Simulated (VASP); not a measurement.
# CdS (F-43m) in VASP: further runs

CdS is run at these levels: PBEsol-based screened hybrid with 25 % exact exchange; tasks: single point.

Everything below comes from runs of VASP 6.6.1. Logs are shortened: lines on timing, memory, paths and dates and some standing lists are left out, and cuts for length are marked.

**1. The cell of the first run**

It takes space group F-43m (No. 216, cubic). Conventional cell: a = 5.754 Å, b = 5.754 Å, c = 5.754 Å, α = 90.00°, β = 90.00°, γ = 90.00°. Within 3.3 Å of Cd (site symmetry -43m) lie 4 S at 2.49 Å. S (site symmetry -43m) has 4 Cd at 2.49 Å within 3.3 Å.

**2. Single point, PBEsol-based screened hybrid with 25 % exact exchange**

The input, POSCAR:

```
CdS
1.0
    0.0000000000      2.8770830059      2.8770830059
    2.8770830059      0.0000000000      2.8770830059
    2.8770830059      2.8770830059      0.0000000000
Cd S
1 1
Direct
    0.0000000000      0.0000000000      0.0000000000
    0.7500000000      0.7500000000      0.7500000000
```

The input, INCAR.step1:

```
ALGO = Normal ; EDIFF = 1E-5
ENCUT = 520 ; GGA = PE
ISIF = 2 ; ISMEAR = -1
LASPH = True ; LREAL = False
LWAVE = True ; NBANDS = 16
NELM = 60 ; PREC = Accurate
SIGMA = 0.05
```

The input, INCAR.step2:

```
AEXX = 0.25 ; ALGO = Normal
EDIFF = 1E-7 ; ENCUT = 520
GGA = PS ; HFSCREEN = 0.207
ISIF = 2 ; ISMEAR = -1
ISTART = 1 ; LASPH = True
LCHARG = True ; LELF = True
LHFCALC = True ; LREAL = False
LVHAR = True ; LWAVE = False
NBANDS = 16 ; NELM = 60
PREC = Accurate ; PRECFOCK = Normal
SIGMA = 0.05
```

The input, KPOINTS:

```
k-points
0
Gamma
  4 4 4
```

Potentials or basis: VASP PAW PBE potentials, release 64 (Cd, S).

Started as:

```
> cat potpaw_PBE.64/Cd/POTCAR potpaw_PBE.64/S/POTCAR > POTCAR
> cp INCAR.step1 INCAR
> mpirun -np 1 vasp_std > vasp.out
> cp INCAR.step2 INCAR
> mpirun -np 1 vasp_std > vasp.out
```

OUTCAR:

```text
AEXX = 0.25
   EDIFF = 1E-7
   ENCUT = 520
   GGA = PS
   HFSCREEN = 0.207
   ISIF = 2
   ISMEAR = -1
   ISTART = 1
   LASPH = True
   LHFCALC = True
   LREAL = False
   NELM = 60
   PREC = Accurate
   PRECFOCK = Normal

 ion  position               nearest neighbor table
   1  0.000  0.000  0.000-   2 2.49   2 2.49   2 2.49   2 2.49
   2  0.750  0.750  0.750-   1 2.49   1 2.49   1 2.49   1 2.49

  LATTYP: Found a face centered cubic cell.
 ALAT       =     5.7541660118

  Lattice vectors:

 A1 = (   0.0000000000,   2.8770830059,   2.8770830059)
 A2 = (   2.8770830059,   0.0000000000,   2.8770830059)
 A3 = (   2.8770830059,   2.8770830059,   0.0000000000)

Analysis of symmetry for initial positions (statically):
=====================================================================
 Subroutine PRICEL returns:
 Original cell was already a primitive cell.

 Routine SETGRP: Setting up the symmetry group for a
 face centered cubic supercell.

 Subroutine GETGRP returns: Found 24 space group operations
 (whereof 24 operations were pure point group operations)
 out of a pool of 48 trial point group operations.

The static configuration has the point symmetry T_d .

Analysis of symmetry for dynamics (positions and initial velocities):
=====================================================================
 Subroutine PRICEL returns:
 Original cell was already a primitive cell.

 Routine SETGRP: Setting up the symmetry group for a
 face centered cubic supercell.

 Subroutine GETGRP returns: Found 24 space group operations
 (whereof 24 operations were pure point group operations)
 out of a pool of 48 trial point group operations.

The dynamic configuration has the point symmetry T_d .

 Subroutine INISYM returns: Found 24 space group operations
 (whereof 24 operations are pure point group operations),
 and found     1 'primitive' translations

----------------------------------------------------------------------------------------

                                     Primitive cell

  volume of cell :      47.6307

  direct lattice vectors                    reciprocal lattice vectors
     0.000000000  2.877083006  2.877083006    -0.173787131  0.173787131  0.173787131
     2.877083006  0.000000000  2.877083006     0.173787131 -0.173787131  0.173787131
     2.877083006  2.877083006  0.000000000     0.173787131  0.173787131 -0.173787131

  length of vectors
     4.068809807  4.068809807  4.068809807     0.301008140  0.301008140  0.301008140

  position of ions in fractional coordinates (direct lattice)
     0.000000000  0.000000000  0.000000000
     0.750000000  0.750000000  0.750000000

  ion indices of the primitive-cell ions
   primitive index   ion index
                 1           1
                 2           2

----------------------------------------------------------------------------------------

 KPOINTS: k-points

Automatic generation of k-mesh.
 Grid dimensions read from file:
 generate k-points for:    4    4    4

 Generating k-lattice:

  Cartesian coordinates                     Fractional coordinates (reciprocal lattice)
    -0.043446783  0.043446783  0.043446783     0.250000000  0.000000000  0.000000000
     0.043446783 -0.043446783  0.043446783     0.000000000  0.250000000  0.000000000
     0.043446783  0.043446783 -0.043446783     0.000000000  0.000000000  0.250000000

  Length of vectors
     0.075252035  0.075252035  0.075252035

  Shift w.r.t. Gamma in fractional coordinates (k-lattice)
     0.000000000  0.000000000  0.000000000

 Subroutine IBZKPT returns following result:
 ===========================================

 Found      8 irreducible k-points:

 Following reciprocal coordinates:
            Coordinates               Weight
  0.000000  0.000000  0.000000      1.000000
  0.250000  0.000000  0.000000      8.000000
  0.500000  0.000000  0.000000      4.000000
  0.250000  0.250000  0.000000      6.000000
  0.500000  0.250000  0.000000     24.000000
 -0.250000  0.250000  0.000000     12.000000
  0.500000  0.500000  0.000000      3.000000
 -0.250000  0.500000  0.250000      6.000000
   k-points           NKPTS =      8   k-points in BZ     NKDIM =     64   number of bands    NBANDS=     16
   number of dos      NEDOS =    301   number of ions     NIONS =      2
   total plane-waves  NPLWV =  27000
   dimension x,y,z NGX =    30 NGY =   30 NGZ =   30
   dimension x,y,z NGXF=    60 NGYF=   60 NGZF=   60
   ions per type =               1   1
   NGX,Y,Z   is equivalent  to a cutoff of  12.26, 12.26, 12.26 a.u.
   NGXF,Y,Z  is equivalent  to a cutoff of  24.52, 24.52, 24.52 a.u.
 SYSTEM =  unknown system
   PREC   = accura    normal or accurate (medium, high low for compatibility)
   ISTART =      1    job   : 0-new  1-cont  2-samecut
   ICHARG =      0    charge: 1-file 2-atom 10-const
   ISPIN  =      1    spin polarized calculation?
   LNONCOLLINEAR =      F non collinear calculations
   LSORBIT =      F    spin-orbit coupling
   LASPH  =      T    aspherical Exc in radial PAW
   ENCUT  =  520.0 eV  38.22 Ry    6.18 a.u.   7.57  7.57  7.57*2*pi/ulx,y,z
   NELM   =     60;   NELMIN=  2; NELMDL=  0     # of ELM steps
   EDIFF  = 0.1E-06   stopping-criterion for ELM
   LREAL  =      F    real-space projection
   EDIFFG = 0.1E-05   stopping-criterion for IOM
   NSW    =      0    number of steps for IOM
   IBRION =     -1    ionic relax: 0-MD 1-quasi-New 2-CG
   NFREE  =      0    steps in history (QN), initial steepest desc. (CG)
   ISIF   =      2    stress and relaxation
   ISYM   =      3    0-nonsym 1-usesym 2-fastsym
   POTIM  = 0.5000    time-step for ionic-motion
   TEBEG  =    0.0;   TEEND  =   0.0 temperature during run
   PSTRESS=    0.0 pullay stress
   NELECT =      18.0000    total number of electrons
   NUPDOWN=      -1.0000    fix difference up-down
   EMIN   =  10.00;   EMAX   =-10.00  energy-range for DOS
   EFERMI =   0.00;   METHOD = LEGACY
   ISMEAR =    -1;   SIGMA  =   0.05  broadening in eV -4-tet -1-fermi 0-gaus
   EFERMI_NEDOS =   21; number of points for ismear=-14 and -15
   IALGO  =     38    algorithm
   IMIX   =      1    mixing-type and parameters
     AMIX     =   0.40;   BMIX     =  1.00
     AMIX_MAG =   1.60;   BMIX_MAG =  1.00
  volume/ion in A,a.u.               =      23.82       160.71
  Fermi-wavevector in a.u.,A,eV,Ry     =   1.183595  2.236671 19.060376  1.400898
  Thomas-Fermi vector in A             =   2.319827
   LORBIT       =      0    0 simple, 1 ext, 2 COOP (PROOUT), +10 PAW based schemes
   GGA     = PS    functional components
   LHFCALC =     T    Hartree Fock is set to
   PRECFOCK=normal    Normal, Fast or Accurate (Low or Medium for compatibility)
   ENCUT4O =  -1.0   cutoff for four orbital integrals eV
   NKREDX  =     1    reduce k-point grid by
   NKREDY  =     1    reduce k-point grid by
   NKREDZ  =     1    reduce k-point grid by
   AEXX    =    0.2500 exact exchange contribution
   HFSCREEN=    0.2070 screening length (either q_TF or 0.3 A-1)
   HFSCREENC=   0.2070 screening length for correlation (either q_TF or 0.3 A-1)
   ENCUTFOCK=  -1.0 apply spherical cutoff to Coloumb kernel
   IVDW    =     0    specifies the selected vdW correction
   LEPSILON=     F    determine dielectric tensor
   LRPA    =     F    only Hartree local field effects (RPA)
 non-spin polarized calculation
  energy-cutoff  :      520.00
  volume of cell :       47.63
 maximum number of plane-waves:      1299
  NGX = 24; NGY = 24; NGZ = 24

 number of electron      18.0000008 magnetization

 Free energy of the ion-electron system (eV)
  ---------------------------------------------------
  ext. energy  EPLUGINS =         0.00000000
  ---------------------------------------------------
  free energy    TOTEN  =        -8.04131185 eV

  energy without entropy =       -8.04131185  energy(sigma->0) =       -8.04131185

 E-fermi :   1.9820     XC(G=0):  -7.9160

 val. band max:        0.9526566561   @ k =   0.0000   0.0000   0.0000
 cond. band min:       3.0825763816   @ k =   0.0000   0.0000   0.0000
 fundamental gap:      2.1299197255
 Fermi energy:         1.9819973760

 k-point     1 :       0.0000    0.0000    0.0000
  band No.  band energies     occupation
      1     -12.8987      2.00000
      2      -8.0696      2.00000
      3      -8.0696      2.00000
      4      -8.0696      2.00000
      5      -7.5223      2.00000
      6      -7.5223      2.00000
[... 8 lines left out ...]
     15      13.8020      0.00000
     16      13.8020      0.00000

 k-point     2 :       0.2500    0.0000    0.0000
  band No.  band energies     occupation
      1     -12.6430      2.00000
      2      -7.9893      2.00000
      3      -7.9893      2.00000
      4      -7.7806      2.00000
      5      -7.5187      2.00000
      6      -7.5187      2.00000
[... 8 lines left out ...]
     15      12.8128      0.00000
     16      13.3749      0.00000

 k-point     3 :       0.5000    0.0000    0.0000
  band No.  band energies     occupation
      1     -12.3902      2.00000
      2      -7.9332      2.00000
      3      -7.9332      2.00000
      4      -7.4831      2.00000
      5      -7.4831      2.00000
      6      -7.0643      2.00000
[... 8 lines left out ...]
     15      15.0072      0.00000
     16      15.0072      0.00000

 k-point     4 :       0.2500    0.2500    0.0000
  band No.  band energies     occupation
      1     -12.5604      2.00000
      2      -7.8910      2.00000
      3      -7.8910      2.00000
      4      -7.8626      2.00000
      5      -7.5374      2.00000
      6      -7.4749      2.00000
[... 8 lines left out ...]
     15      14.2047      0.00000
     16      17.0823      0.00000

 k-point     5 :       0.5000    0.2500    0.0000
  band No.  band energies     occupation
      1     -12.3145      2.00000
      2      -7.8715      2.00000
      3      -7.8027      2.00000
      4      -7.6274      2.00000
      5      -7.4661      2.00000
      6      -7.0194      2.00000
[... 8 lines left out ...]
     15      15.1511      0.00000
     16      16.2099      0.00000

 k-point     6 :      -0.2500    0.2500    0.0000
  band No.  band energies     occupation
      1     -12.3945      2.00000
      2      -7.8981      2.00000
      3      -7.8834      2.00000
      4      -7.5516      2.00000
      5      -7.5373      2.00000
      6      -7.2134      2.00000
[... 8 lines left out ...]
     15      14.8010      0.00000
     16      15.9401      0.00000

 k-point     7 :       0.5000    0.5000    0.0000
  band No.  band energies     occupation
      1     -12.2355      2.00000
      2      -7.8189      2.00000
      3      -7.6786      2.00000
      4      -7.6786      2.00000
      5      -7.4270      2.00000
      6      -6.9748      2.00000
[... 8 lines left out ...]
     15      14.7511      0.00000
     16      15.9812      0.00000

 k-point     8 :      -0.2500    0.5000    0.2500
  band No.  band energies     occupation
      1     -12.2382      2.00000
      2      -7.8036      2.00000
      3      -7.7894      2.00000
      4      -7.5736      2.00000
      5      -7.5152      2.00000
      6      -6.7584      2.00000
[... 8 lines left out ...]
     15      15.5607      0.00000
     16      15.9223      0.00000

------------------------ aborting loop because EDIFF is reached ----------------------------------------

  FORCE on cell =-STRESS in cart. coord.  units (eV):
  Direction    XX          YY          ZZ          XY          YZ          ZX
  --------------------------------------------------------------------------------------
  -------------------------------------------------------------------------------------
  Total        0.8474810      0.8474810      0.8474810     -0.0000000      0.0000000     -0.0000000
  in kB       28.5071241     28.5071241     28.5071241     -0.0000000      0.0000000     -0.0000000
  external PRESSURE =      28.5071241 kB  Pullay stress =       0.0000000 kB

 VOLUME and BASIS-vectors are now :
 -----------------------------------------------------------------------------
  energy-cutoff  :      520.00
  volume of cell :       47.63
      direct lattice vectors                 reciprocal lattice vectors
     0.000000000  2.877083006  2.877083006    -0.173787131  0.173787131  0.173787131
     2.877083006  0.000000000  2.877083006     0.173787131 -0.173787131  0.173787131
     2.877083006  2.877083006  0.000000000     0.173787131  0.173787131 -0.173787131

 POSITION                                       TOTAL-FORCE (eV/Angst)
 -----------------------------------------------------------------------------------
      0.00000      0.00000      0.00000         0.000000      0.000000      0.000000
      4.31562      4.31562      4.31562        -0.000000     -0.000000     -0.000000
 -----------------------------------------------------------------------------------
    total drift:                               -0.000016     -0.000025     -0.000012

  FREE ENERGIE OF THE ION-ELECTRON SYSTEM (eV)
  ---------------------------------------------------
  free  energy   TOTEN  =        -8.0413118454 eV

  energy  without entropy=       -8.0413118453  energy(sigma->0) =       -8.04131185
```

It took 8.3 min on 1 thread of Intel Xeon Platinum 8259CL at 2.50GHz (Skylake/Cascade Lake), shared host; peak memory 0.27 GiB.

What came out:

```
Free energy            : -8.0413 eV
Pressure               : 2.9 GPa
Band gap on the k mesh : 2.13 eV
```

Caveat: the k points lie up to 0.47 Å⁻¹ apart; the PAW data sets were made with another functional, which shifts forces and pressure a little.

**3. Single point, PBEsol-based screened hybrid with 25 % exact exchange**

This run uses another cell than the first one, of 24.31 Å³/atom.

The input, POSCAR:

```
CdS
1.0
    0.0000000000      2.8969255847      2.8969255847
    2.8969255847      0.0000000000      2.8969255847
    2.8969255847      2.8969255847      0.0000000000
Cd S
1 1
Direct
    0.0000000000      0.0000000000      0.0000000000
    0.7500000000      0.7500000000      0.7500000000
```

The input, INCAR.step1:

```
SYSTEM = CdS
PREC = Accurate ; ENCUT = 520
EDIFF = 1E-5 ; ISMEAR = -1
SIGMA = 0.05 ; LREAL = .FALSE.
LASPH = .TRUE. ; NELM = 60
ALGO = Normal ; ISIF = 2
LWAVE = .TRUE. ; LCHARG = .FALSE.
NBANDS = 16 ; GGA = PE
```

The input, INCAR.step2:

```
SYSTEM = CdS
PREC = Accurate ; ENCUT = 520
EDIFF = 1E-6 ; ISMEAR = -1
SIGMA = 0.05 ; LREAL = .FALSE.
LASPH = .TRUE. ; NELM = 60
ALGO = Normal ; ISIF = 2
LWAVE = .FALSE. ; LCHARG = .FALSE.
GGA = PS ; LHFCALC = .TRUE.
AEXX = 0.25 ; HFSCREEN = 0.207
PRECFOCK = Normal ; NBANDS = 16
ISTART = 1
```

The input, KPOINTS:

```
regular mesh
0
G
  4 4 4
  0 0 0
```

Potentials or basis: VASP PAW PBE potentials, release 64 (Cd, S).

Started as:

```
> cat potpaw_PBE.64/Cd/POTCAR potpaw_PBE.64/S/POTCAR > POTCAR
> cp INCAR.step1 INCAR
> mpirun -np 1 vasp_std > vasp.out
> cp INCAR.step2 INCAR
> mpirun -np 1 vasp_std > vasp.out
```

It took 6.7 min on 1 thread of Intel Xeon Platinum 8259CL at 2.50GHz (Skylake/Cascade Lake), shared host; peak memory 0.27 GiB.

The run converged. Its results:

```
Free energy            : -8.0544 eV
Pressure               : 1.3 GPa
Band gap on the k mesh : 2.08 eV
```

Levels at points of the mesh, in eV from the valence-band top:
```tsv
k point	band 6	band 7	band 8	band 9	band 10	band 11	band 12	band 13
(0.00, 0.00, 0.00)	-8.43	0.00	0.00	0.00	2.08	7.61	7.61	7.61
(0.50, 0.00, 0.00)	-7.99	-4.90	-0.85	-0.85	4.02	8.06	8.06	8.61
(0.50, 0.50, 0.00)	-7.90	-4.38	-2.12	-2.12	4.27	5.39	10.53	12.30
```

Caveat: the k points lie up to 0.47 Å⁻¹ apart; the PAW data sets were made with another functional, which shifts forces and pressure a little.

**4. Single point, PBEsol-based screened hybrid with 25 % exact exchange**

This run uses another cell than the first one, of 24.81 Å³/atom.

The input, POSCAR:

```
CdS
1.0
    0.0000000000      2.9165000000      2.9165000000
    2.9165000000      0.0000000000      2.9165000000
    2.9165000000      2.9165000000      0.0000000000
Cd S
1 1
Direct
    0.0000000000      0.0000000000      0.0000000000
    0.7500000000      0.7500000000      0.7500000000
```

The input, INCAR.step1:

```
SYSTEM = CdS
PREC = Accurate
ENCUT = 520
EDIFF = 1E-5
ISMEAR = -1
SIGMA = 0.05
LREAL = .False.
LASPH = .True.
NELM = 100
ALGO = Normal
ISIF = 2
LWAVE = .True.
LCHARG = .False.
GGA = PE
NBANDS = 16
```

The input, INCAR.step2:

```
SYSTEM = CdS
PREC = Accurate
ENCUT = 520
EDIFF = 1E-6
ISMEAR = -1
SIGMA = 0.05
LREAL = .False.
LASPH = .True.
NELM = 100
ALGO = Normal
ISIF = 2
LWAVE = .False.
LCHARG = .False.
GGA = PS
LHFCALC = .True.
AEXX = 0.25
HFSCREEN = 0.207
PRECFOCK = Normal
ISTART = 1
NBANDS = 16
```

The input, KPOINTS:

```
Automatic mesh
0
Gamma
  4 4 4
  0 0 0
```

Started as:

```
> cat potpaw_PBE.64/Cd/POTCAR potpaw_PBE.64/S/POTCAR > POTCAR
> cp INCAR.step1 INCAR
> mpirun -np 1 vasp_std > vasp.out
> cp INCAR.step2 INCAR
> mpirun -np 1 vasp_std > vasp.out
```

Run time: 7.9 min. Hardware: 1 thread of Intel Xeon Platinum 8259CL at 2.50GHz (Skylake/Cascade Lake), shared host; peak memory 0.28 GiB.

Results (log left out):

```yaml
Free_energy: -8.0584 eV
Pressure: -0.1 GPa
Band_gap_on_the_k_mesh: 2.03 eV
```

Levels at points of the mesh, in eV from the valence-band top:
```
           k point  band 5  band 6  band 7  band 8  band 9  band 10  band 11  band 12  band 13  band 14
(0.00, 0.00, 0.00)   -8.38   -8.38    0.00    0.00    0.00     2.03     7.61     7.61     7.61    12.57
(0.50, 0.00, 0.00)   -8.35   -7.97   -4.76   -0.82   -0.82     3.99     8.06     8.06     8.54    12.15
(0.50, 0.50, 0.00)   -8.30   -7.88   -4.28   -2.04   -2.04     4.30     5.37    10.42    12.17    12.17
```

Caveat: the k points lie up to 0.47 Å⁻¹ apart; the PAW data sets were made with another functional, which shifts forces and pressure a little.

**5. Single point, PBEsol-based screened hybrid with 25 % exact exchange**

This run uses another cell than the first one, of 25.30 Å³/atom.

The input, POSCAR:

```
CdS
1.0
    0.0000000000      2.9358151324      2.9358151324
    2.9358151324      0.0000000000      2.9358151324
    2.9358151324      2.9358151324      0.0000000000
Cd S
1 1
Direct
    0.0000000000      0.0000000000      0.0000000000
    0.7500000000      0.7500000000      0.7500000000
```

INCAR.step1 is that of step 4.

INCAR.step2 is that of step 4.

The input, KPOINTS:

```
regular mesh
0
Gamma
  4 4 4
  0 0 0
```

Started as:

```
> cat potpaw_PBE.64/Cd/POTCAR potpaw_PBE.64/S/POTCAR > POTCAR
> cp INCAR.step1 INCAR
> mpirun -np 1 vasp_std > vasp.out
> cp INCAR.step2 INCAR
> mpirun -np 1 vasp_std > vasp.out
```

Wall time 7 min (1 thread of Intel Xeon Platinum 8259CL at 2.50GHz (Skylake/Cascade Lake), shared host); peak memory 0.28 GiB.

Results (log left out):

```yaml
Free_energy: -8.0545 eV
Pressure: -1.3 GPa
Band_gap_on_the_k_mesh: 1.98 eV
```

Levels at points of the mesh, in eV from the valence-band top:
| k point | band 7 | band 8 | band 9 | band 10 | band 11 | band 12 |
| --- | --- | --- | --- | --- | --- | --- |
| (0.00, 0.00, 0.00) | 0.00 | 0.00 | 0.00 | 1.98 | 7.61 | 7.61 |
| (0.50, 0.00, 0.00) | -4.63 | -0.79 | -0.79 | 3.95 | 8.05 | 8.05 |
| (0.50, 0.50, 0.00) | -4.18 | -1.97 | -1.97 | 4.33 | 5.34 | 10.32 |

Caveat: the k points lie up to 0.46 Å⁻¹ apart; the PAW data sets were made with another functional, which shifts forces and pressure a little.

**6. The runs side by side**

```tsv
cell	gap on the mesh (eV)	pressure (GPa)
a = 4.069 Å, angles 60.0°, 2 atoms	2.13	2.9
a = 4.097 Å, angles 60.0°, 2 atoms	2.08	1.3
a = 4.125 Å, angles 60.0°, 2 atoms	2.03	-0.1
a = 4.152 Å, angles 60.0°, 2 atoms	1.98	-1.3
```

Alike in all rows: task single point; level PBEsol-based screened hybrid with 25 % exact exchange; potentials or basis VASP PAW PBE potentials, release 64 (Cd, S); no spin polarisation; k mesh 4 × 4 × 4; cutoff (eV) 520; smearing fermi-dirac 0.05 eV.

Caveats: all runs use coarse meshes; the PAW data sets were made with another functional, which shifts forces and pressure a little.

Absolute energies hang on the potentials; compare differences alone.
